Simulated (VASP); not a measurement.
# PtS2 in VASP: notebook

PtS2 is run at these levels: PBE+D3(BJ); tasks: single point.

All numbers are computed with VASP 6.6.1; they aren't measurements. Logs are shortened: lines on timing, memory, paths and dates and some standing lists are left out, and cuts for length are marked.

## (1) The cell of the first run

The cell holds a slab with vacuum, 6 atoms: a = 3.542 Å, b = 3.542 Å, c = 22.467 Å, α = 90.00°, β = 90.00°, γ = 120.00°.

## (2) Single point, PBE+D3(BJ)

Contents of INCAR:

```
PREC = Accurate
ENCUT = 520
EDIFF = 1E-6
ISMEAR = 0
SIGMA = 0.05
LREAL = False
LASPH = True
NELM = 80
ALGO = Normal
ISIF = 2
LWAVE = False
LCHARG = False
LDIPOL = True
IDIPOL = 3
DIPOL = 0.5 0.5 0.416
GGA = PE
IVDW = 12
NBANDS = 31
```

Contents of KPOINTS:

```
regular mesh
0
Gamma
  9 9 1
```

Contents of POSCAR:

```
PtS2
1.0
    3.5415278079      0.0000000000      0.0000000000
   -1.7707639039      3.0670530498      0.0000000000
    0.0000000000      0.0000000000     22.4670615492
S Pt
4 2
Direct
    0.6666666667      0.3333333333      0.2002932155
    0.3333333333      0.6666666667      0.3108341854
    0.7777777778      0.2222222222      0.5218097057
    1.1111111111     -0.1111111111      0.6323506756
    0.0000000000      0.0000000000      0.2555637004
    1.4444444444      0.5555555556      0.5770801906
```

Potentials or basis: VASP PAW PBE potentials, release 64 (S, Pt).

On the command line:

```
$ cat potpaw_PBE.64/S/POTCAR potpaw_PBE.64/Pt/POTCAR > POTCAR
$ mpirun -np 1 vasp_std > vasp.out
```

OUTCAR:

```text
PREC = Accurate
   ENCUT = 520
   EDIFF = 1E-6
   ISMEAR = 0
   LREAL = False
   LASPH = True
   NELM = 80
   ISIF = 2
   GGA = PE
   IVDW = 12
 IVDW          = 12

 ion  position               nearest neighbor table
   1  0.667  0.333  0.200-   5 2.39   5 2.39   5 2.39
   2  0.333  0.667  0.311-   5 2.39   5 2.39   5 2.39
   3  0.778  0.222  0.522-   6 2.39   6 2.39   6 2.39
   4  0.111  0.889  0.632-   6 2.39   6 2.39   6 2.39
   5  0.000  0.000  0.256-   1 2.39   1 2.39   1 2.39   2 2.39   2 2.39   2 2.39
   6  0.444  0.556  0.577-   3 2.39   3 2.39   3 2.39   4 2.39   4 2.39   4 2.39

  LATTYP: Found a hexagonal cell.
 ALAT       =     3.5415278079
 C/A-ratio  =     6.3438896340

  Lattice vectors:

 A1 = (   3.5415278079,   0.0000000000,   0.0000000000)
 A2 = (  -1.7707639039,   3.0670530498,   0.0000000000)
 A3 = (   0.0000000000,   0.0000000000,  22.4670615492)

Analysis of symmetry for initial positions (statically):
=====================================================================
 Subroutine PRICEL returns:
 Original cell was already a primitive cell.

 Routine SETGRP: Setting up the symmetry group for a
 hexagonal supercell.

 Subroutine GETGRP returns: Found  2 space group operations
 (whereof  2 operations were pure point group operations)
 out of a pool of 24 trial point group operations.

The static configuration has the point symmetry C_1h.

Analysis of symmetry for dynamics (positions and initial velocities):
=====================================================================
 Subroutine PRICEL returns:
 Original cell was already a primitive cell.

 Routine SETGRP: Setting up the symmetry group for a
 hexagonal supercell.

 Subroutine GETGRP returns: Found  2 space group operations
 (whereof  2 operations were pure point group operations)
 out of a pool of 24 trial point group operations.

The dynamic configuration has the point symmetry C_1h.

 Subroutine INISYM returns: Found  2 space group operations
 (whereof  2 operations are pure point group operations),
 and found     1 'primitive' translations

----------------------------------------------------------------------------------------

                                     Primitive cell

  volume of cell :     244.0384

  direct lattice vectors                    reciprocal lattice vectors
     3.541527808  0.000000000  0.000000000     0.282364012  0.163022938  0.000000000
    -1.770763904  3.067053050  0.000000000     0.000000000  0.326045877  0.000000000
     0.000000000  0.000000000 22.467061549     0.000000000  0.000000000  0.044509603

  length of vectors
     3.541527808  3.541527808 22.467061549     0.326045877  0.326045877  0.044509603

  position of ions in fractional coordinates (direct lattice)
     0.666666667  0.333333333  0.200293215
     0.333333333  0.666666667  0.310834185
     0.777777778  0.222222222  0.521809706
     0.111111111  0.888888889  0.632350676
     0.000000000  0.000000000  0.255563700
     0.444444444  0.555555556  0.577080191

  ion indices of the primitive-cell ions
   primitive index   ion index
                 1           1
                 2           2
                 3           3
                 4           4
                 5           5
                 6           6

----------------------------------------------------------------------------------------

 KPOINTS: regular mesh

Automatic generation of k-mesh.
 Grid dimensions read from file:
 generate k-points for:    9    9    1

 Generating k-lattice:

  Cartesian coordinates                     Fractional coordinates (reciprocal lattice)
     0.031373779  0.018113660  0.000000000     0.111111111 -0.000000000  0.000000000
     0.000000000  0.036227320  0.000000000     0.000000000  0.111111111  0.000000000
     0.000000000  0.000000000  0.044509603     0.000000000  0.000000000  1.000000000

  Length of vectors
     0.036227320  0.036227320  0.044509603

  Shift w.r.t. Gamma in fractional coordinates (k-lattice)
     0.000000000  0.000000000  0.000000000

 Subroutine IBZKPT returns following result:
 ===========================================

 Found     25 irreducible k-points:

 Following reciprocal coordinates:
            Coordinates               Weight
  0.000000  0.000000  0.000000      1.000000
  0.111111 -0.000000  0.000000      4.000000
 -0.111111  0.111111  0.000000      2.000000
  0.222222  0.000000  0.000000      4.000000
 -0.222222  0.222222  0.000000      2.000000
  0.333333 -0.000000  0.000000      4.000000
[... 16 lines left out ...]
 -0.222222 -0.444444  0.000000      4.000000
  0.444444  0.333333  0.000000      4.000000
   k-points           NKPTS =     25   k-points in BZ     NKDIM =     25   number of bands    NBANDS=     31
   number of dos      NEDOS =    301   number of ions     NIONS =      6
   total plane-waves  NPLWV = 131712
   dimension x,y,z NGX =    28 NGY =   28 NGZ =  168
   dimension x,y,z NGXF=    56 NGYF=   56 NGZF=  336
[... 64 lines left out ...]

 E-fermi :  -0.6228     XC(G=0):  -5.5728

 val. band max:       -0.8469577822   @ k =   0.1111  -0.0000   0.0000
 cond. band min:       0.9193075575   @ k =  -0.2222   0.2222   0.0000
 fundamental gap:      1.7662653396
 Fermi energy:        -0.6227925727

 k-point     1 :       0.0000    0.0000    0.0000
  band No.  band energies     occupation
      1     -14.8853      2.00000
      2     -14.8828      2.00000
      3     -12.6868      2.00000
      4     -12.6796      2.00000
      5      -6.3872      2.00000
      6      -6.3872      2.00000
[... 23 lines left out ...]
     30       5.3272      0.00000
     31       5.4685      0.00000

 k-point     2 :       0.1111   -0.0000    0.0000
  band No.  band energies     occupation
      1     -14.7310      2.00000
      2     -14.7285      2.00000
      3     -12.7185      2.00000
      4     -12.7121      2.00000
      5      -6.3778      2.00000
      6      -6.3740      2.00000
[... 23 lines left out ...]
     30       5.9814      0.00000
     31       6.0012      0.00000

 k-point     3 :      -0.1111    0.1111    0.0000
  band No.  band energies     occupation
      1     -14.7310      2.00000
      2     -14.7284      2.00000
      3     -12.7185      2.00000
      4     -12.7121      2.00000
      5      -6.3779      2.00000
      6      -6.3740      2.00000
[... 23 lines left out ...]
     30       5.9785      0.00000
     31       6.0046      0.00000

 k-point     4 :       0.2222    0.0000    0.0000
  band No.  band energies     occupation
      1     -14.3035      2.00000
      2     -14.3011      2.00000
      3     -12.7995      2.00000
      4     -12.7949      2.00000
      5      -6.3074      2.00000
      6      -6.2970      2.00000
[... 23 lines left out ...]
     30       5.9658      0.00000
     31       6.1169      0.00000

 k-point     5 :      -0.2222    0.2222    0.0000
  band No.  band energies     occupation
      1     -14.3036      2.00000
      2     -14.3010      2.00000
      3     -12.7997      2.00000
      4     -12.7948      2.00000
      5      -6.3074      2.00000
      6      -6.2971      2.00000
[... 23 lines left out ...]
     30       5.9668      0.00000
     31       6.1146      0.00000
[... 542 lines left out ...]
     30       6.8698      0.00000
     31       7.2218      0.00000

 k-point    22 :       0.3333    0.2222    0.0000
  band No.  band energies     occupation
      1     -13.0947      2.00000
      2     -13.0941      2.00000
      3     -12.9450      2.00000
      4     -12.9444      2.00000
      5      -6.6365      2.00000
      6      -6.6355      2.00000
[... 23 lines left out ...]
     30       7.4722      0.00000
     31       7.9496      0.00000

 k-point    23 :      -0.2222   -0.4444    0.0000
  band No.  band energies     occupation
      1     -13.0950      2.00000
      2     -13.0939      2.00000
      3     -12.9453      2.00000
      4     -12.9441      2.00000
      5      -6.6363      2.00000
      6      -6.6357      2.00000
[... 23 lines left out ...]
     30       7.4883      0.00000
     31       7.9653      0.00000

 k-point    24 :       0.4444    0.3333    0.0000
  band No.  band energies     occupation
      1     -13.0953      2.00000
      2     -13.0936      2.00000
      3     -12.9456      2.00000
      4     -12.9438      2.00000
      5      -6.6373      2.00000
      6      -6.6348      2.00000
[... 23 lines left out ...]
     30       7.5183      0.00000
     31       7.8539      0.00000

 [... further k-points ...]

------------------------ aborting loop because EDIFF is reached ----------------------------------------

 vacuum level on the upper side and lower side of the slab       (xc-potential included)        -0.101        -0.095

 Edisp (eV)   -1.75066

 E8    (eV) :    -0.7325

  FORCE on cell =-STRESS in cart. coord.  units (eV):
  Direction    XX          YY          ZZ          XY          YZ          ZX
  --------------------------------------------------------------------------------------
  -------------------------------------------------------------------------------------
  Total      -0.44370    -0.44328    -0.64386     0.00036     0.00020    -0.00035
  in kB      -2.91301    -2.91027    -4.22714     0.00237     0.00134    -0.00232
  external pressure =       -3.35 kB  Pullay stress =        0.00 kB

 VOLUME and BASIS-vectors are now :
 -----------------------------------------------------------------------------
  energy-cutoff  :      520.00
  volume of cell :      244.04
      direct lattice vectors                 reciprocal lattice vectors
     3.541527808  0.000000000  0.000000000     0.282364012  0.163022938  0.000000000
    -1.770763904  3.067053050  0.000000000     0.000000000  0.326045877  0.000000000
     0.000000000  0.000000000 22.467061549     0.000000000  0.000000000  0.044509603

 POSITION                                       TOTAL-FORCE (eV/Angst)
 -----------------------------------------------------------------------------------
      1.77076      1.02235      4.50000         0.000193     -0.000111      0.043285
     -0.00000      2.04470      6.98353         0.000246     -0.000142     -0.001579
      2.36102      0.68157     11.72353         0.000132     -0.000076      0.001405
     -1.18051      2.72627     14.20706         0.000031     -0.000018     -0.043455
      0.00000      0.00000      5.74177        -0.000394      0.000227      0.023638
      0.59025      1.70392     12.96530        -0.000208      0.000120     -0.023293
 -----------------------------------------------------------------------------------
    total drift:                                0.000016     -0.000009      0.000227

  FREE ENERGIE OF THE ION-ELECTRON SYSTEM (eV)
  ---------------------------------------------------
  free  energy   TOTEN  =       -32.6616590571 eV

  energy  without entropy=      -32.6616590571  energy(sigma->0) =      -32.66165906

 vacuum level on the upper side and lower side of the slab         5.390         5.398
```

Wall time 2 min (1 thread of Intel Xeon 6975P-C (Granite Rapids), shared host); peak memory 0.42 GiB.

Results:

```
Free energy                : -32.6617 eV
Largest force              : 0.043 eV/Å
Band gap on the k mesh     : 1.77 eV, indirect (least direct gap 1.84 eV)
Dispersion energy per atom : -0.292 eV
```

Forces in eV/Å, atoms in the order of the input:
```
S    0.000  0.000  0.043
S    0.000  0.000 -0.002
S    0.000  0.000  0.001
S    0.000  0.000 -0.043
Pt   0.000  0.000  0.024
Pt   0.000  0.000 -0.023
```

Caveat: spin-orbit coupling is left out, which moves the levels of the heavy elements.

## (3) Single point, PBE+D3(BJ)

Contents of INCAR:

```
SYSTEM = PtS2
PREC     = Accurate       ! precision mode
ENCUT    = 520            ! plane-wave cutoff, eV
EDIFF    = 1E-6           ! SCF threshold, eV
ISMEAR   = 0              ! smearing method
SIGMA    = 0.05           ! smearing width, eV
LREAL    = .False.        ! projectors in reciprocal space
LASPH    = .True.         ! aspherical terms in the spheres
NELM     = 60             ! most SCF steps
ALGO     = Normal         ! electronic algorithm
ISIF     = 2              ! what is computed and relaxed
LWAVE    = .False.        ! write WAVECAR
LCHARG   = .False.        ! write CHGCAR
LDIPOL   = .True.       
IDIPOL   = 3            
DIPOL    = 0.5 0.5 0.382
GGA      = PE             ! functional
IVDW     = 12             ! dispersion correction
NBANDS   = 31             ! bands
```

Contents of KPOINTS:

```
Automatic mesh
0
Gamma
  9 9 1
  0 0 0
```

Contents of POSCAR:

```
PtS2
1.0
    3.5415278079      0.0000000000      0.0000000000
   -1.7707639039      3.0670530498      0.0000000000
    0.0000000000      0.0000000000     22.4670615492
S Pt
4 2
Direct
    0.6666666667      0.3333333333      0.2002932155
    0.3333333333      0.6666666667      0.3108341854
    1.2222222222     -0.2222222222      0.4537100124
    1.5555555556     -0.5555555556      0.5642509823
    0.0000000000      0.0000000000      0.2555637004
    1.8888888889      0.1111111111      0.5089804974
```

Potentials or basis: VASP PAW PBE potentials, release 64 (S, Pt).

On the command line:

```
$ cat potpaw_PBE.64/S/POTCAR potpaw_PBE.64/Pt/POTCAR > POTCAR
$ mpirun -np 1 vasp_std > vasp.out
```

It took 1.9 min on 1 thread of Intel Xeon 6975P-C (Granite Rapids), shared host; peak memory 0.44 GiB.

The run converged. Its results:

```
Free energy                : -32.7516 eV
Largest force              : 0.202 eV/Å
Band gap on the k mesh     : 1.21 eV, indirect (least direct gap 1.35 eV)
Dispersion energy per atom : -0.322 eV
```

Forces on the atoms (eV/Å):
```
S    0.022 -0.013  0.032
S    0.086 -0.050 -0.169
S   -0.094  0.054  0.171
S   -0.030  0.017 -0.032
Pt  -0.026  0.015  0.042
Pt   0.041 -0.024 -0.044
```

Levels at points of the mesh, in eV from the valence-band top:
| k point | band 19 | band 20 | band 21 | band 22 | band 23 | band 24 | band 25 | band 26 |
| --- | --- | --- | --- | --- | --- | --- | --- | --- |
| (0.00, 0.00, 0.00) | -0.73 | -0.68 | -0.67 | -0.45 | 2.72 | 2.75 | 2.80 | 2.83 |

Caveat: spin-orbit coupling is left out, which moves the levels of the heavy elements.

## (4) Single point, PBE+D3(BJ)

Contents of INCAR:

```
  ALGO = Normal
  DIPOL = 0.5 0.5 0.394
  EDIFF = 1E-6
  ENCUT = 520
  GGA = PE
  IDIPOL = 3
  ISIF = 2
  ISMEAR = 0
  IVDW = 12
  LASPH = T
  LCHARG = F
  LDIPOL = T
  LREAL = F
  LWAVE = F
  NBANDS = 31
  NELM = 80
  PREC = Accurate
  SIGMA = 0.05
```

Contents of KPOINTS:

```
k-points
0
Gamma
  9 9 1
```

Contents of POSCAR:

```
PtS2
1.0
    3.5415278079      0.0000000000      0.0000000000
   -1.7707639039      3.0670530498      0.0000000000
    0.0000000000      0.0000000000     22.4670615492
S Pt
4 2
Direct
    0.6666666667      0.3333333333      0.2002932155
    0.3333333333      0.6666666667      0.3108341854
    1.2222222222     -0.2222222222      0.4773001022
    1.5555555556     -0.5555555556      0.5878410722
    0.0000000000      0.0000000000      0.2555637004
    1.8888888889      0.1111111111      0.5325705872
```

On the command line:

```
$ cat potpaw_PBE.64/S/POTCAR potpaw_PBE.64/Pt/POTCAR > POTCAR
$ mpirun -np 1 vasp_std > vasp.out
```

Wall time 2.2 min (1 thread of Intel Xeon 6975P-C (Granite Rapids), shared host); peak memory 0.44 GiB.

Results (log left out):

```yaml
Free_energy: -32.7423 eV
Largest_force: 0.046 eV/Å
Band_gap_on_the_k_mesh: 1.54 eV, indirect (least direct gap 1.63 eV)
Dispersion_energy_per_atom: -0.308 eV
```

Forces in eV/Å, atoms in the order of the input:
```
S    0.005 -0.003  0.042
S    0.016 -0.009 -0.008
S   -0.017  0.010  0.009
S   -0.006  0.004 -0.042
Pt  -0.005  0.003  0.044
Pt   0.008 -0.005 -0.045
```

Levels at points of the mesh, in eV from the valence-band top:
```tsv
k point	band 20	band 21	band 22	band 23	band 24	band 25
(0.00, 0.00, 0.00)	-0.42	-0.41	-0.41	3.04	3.05	3.07
```

Caveat: spin-orbit coupling is left out, which moves the levels of the heavy elements.

## (5) Single point, PBE+D3(BJ)

Contents of INCAR:

```
PREC     = Accurate       # precision mode
ENCUT    = 520            # plane-wave cutoff, eV
EDIFF    = 1E-6           # SCF threshold, eV
ISMEAR   = 0              # smearing method
SIGMA    = 0.05           # smearing width, eV
LREAL    = F              # projectors in reciprocal space
LASPH    = T              # aspherical terms in the spheres
NELM     = 100            # most SCF steps
ALGO     = Normal         # electronic algorithm
ISIF     = 2              # what is computed and relaxed
LWAVE    = F              # write WAVECAR
LCHARG   = F              # write CHGCAR
LDIPOL   = T            
IDIPOL   = 3            
DIPOL    = 0.5 0.5 0.416
GGA      = PE             # functional
IVDW     = 12             # dispersion correction
NBANDS   = 31             # bands
```

Contents of KPOINTS:

```
Automatic mesh
0
Gamma
  9 9 1
```

Contents of POSCAR:

```
PtS2
1.0
    3.5415278079      0.0000000000      0.0000000000
   -1.7707639039      3.0670530498      0.0000000000
    0.0000000000      0.0000000000     22.4670615492
S Pt
4 2
Direct
    0.6666666667      0.3333333333      0.2002932155
    0.3333333333      0.6666666667      0.3108341854
    1.2222222222     -0.2222222222      0.5218097057
    1.5555555556     -0.5555555556      0.6323506756
    0.0000000000      0.0000000000      0.2555637004
    1.8888888889      0.1111111111      0.5770801906
```

On the command line:

```
$ cat potpaw_PBE.64/S/POTCAR potpaw_PBE.64/Pt/POTCAR > POTCAR
$ mpirun -np 1 vasp_std > vasp.out
```

It took 2.3 min on 1 thread of Intel Xeon 6975P-C (Granite Rapids), shared host; peak memory 0.44 GiB.

It converged, with:

| Item | Value |
| --- | --- |
| Free energy | -32.6614 eV |
| Largest force | 0.043 eV/Å |
| Band gap on the k mesh | 1.76 eV, indirect (least direct gap 1.83 eV) |
| Dispersion energy per atom | -0.292 eV |

Forces in eV/Å, atoms in the order of the input:
```
S    0.000  0.000  0.043
S    0.000  0.000 -0.002
S    0.000  0.000  0.002
S    0.000  0.000 -0.043
Pt   0.000  0.000  0.023
Pt   0.001  0.000 -0.023
```

Levels at points of the mesh, in eV from the valence-band top:
| k point | band 19 | band 20 | band 21 | band 22 | band 23 | band 24 | band 25 | band 26 |
| --- | --- | --- | --- | --- | --- | --- | --- | --- |
| (0.00, 0.00, 0.00) | -0.24 | -0.24 | -0.24 | -0.24 | 3.24 | 3.24 | 3.24 | 3.24 |

Caveat: spin-orbit coupling is left out, which moves the levels of the heavy elements.
